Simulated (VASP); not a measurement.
## ZnS: single point with PBE

ZnS:

```xyz
4
Lattice="3.8110 0.0000 0.0000 -1.9055 3.3004 0.0000 0.0000 0.0000 6.2340" Properties=species:S:1:pos:R:3 pbc="T T T"
Zn    1.9055    1.1001    3.1170
Zn    0.0000    2.2003    0.0000
S     1.9055    1.1001    5.5171
S     0.0000    2.2003    2.4001
```

* Program: VASP 6.6.1
* Task: single point
* Functional: PBE
* Potentials or basis: VASP PAW PBE potentials, release 64 (Zn, S)
* Cutoff: 520 eV
* k mesh: 5 × 5 × 3
* Occupations: fermi-dirac, width 0.04 eV
* Spin: no spin polarisation
* Dipole correction: no
* Further INCAR settings: ALGO = Normal; EDIFF = 1e-06; NBANDS = 26

```
Pressure               : 2.5 GPa
Largest force          : 0.327 eV/Å
Band gap on the k mesh : 2.25 eV
```

Forces on the atoms (eV/Å):
```
Zn   0.000  0.000  0.327
Zn   0.000  0.000  0.327
S    0.000  0.000 -0.327
S    0.000  0.000 -0.327
```

Stress tensor (GPa, compression positive):
```
3.26 0.00 0.00
0.00 3.26 0.00
0.00 0.00 1.10
```

Levels at points of the mesh, in eV from the valence-band top:
```csv
k point,band 16,band 17,band 18,band 19,band 20,band 21
"(0.00, 0.00, 0.00)",-0.01,-0.01,0.00,2.25,3.00,6.30
```

It took 18 s on 1 thread of Intel(R) Xeon(R) Platinum 8488C (Sapphire Rapids) (shared host), peak memory 0.18 GiB.
